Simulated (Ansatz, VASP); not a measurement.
One calculation of PbO2, two programs

```
CELL_PARAMETERS angstrom
0.00000 2.65890 2.65890
2.65890 0.00000 2.65890
2.65890 2.65890 0.00000
ATOMIC_POSITIONS crystal
Pb 0.00000 0.00000 0.00000
O 0.25000 0.25000 0.25000
O 0.75000 0.75000 0.75000
```

Alike in both runs: functional r2SCAN; k mesh 14 × 14 × 14; occupations gaussian, width 0.1 eV; no spin polarisation.

Ansatz relaxed the structure, and its values are those at the end. VASP's run is a single point on that final structure, the one shown.

```csv
,VASP,Ansatz
version,VASP 6.6.1,Ansatz 0.2.0
potentials or method,"VASP PAW PBE potentials, release 64 (Pb_d, O), cutoff 520 eV","scalar-relativistic, plane waves, PAW"
valence electrons in the cell,26,26
```

```csv
,VASP,Ansatz,Ansatz less VASP
gap on the k mesh at the Fermi level (eV),none,none,-
pressure (GPa),1.2,0.0,-1.14
```

VASP's potentials were made for PBE, not for r2SCAN. A gap of «none» marks a metal or a gap that the smearing closes.

Spin-orbit coupling is off throughout.
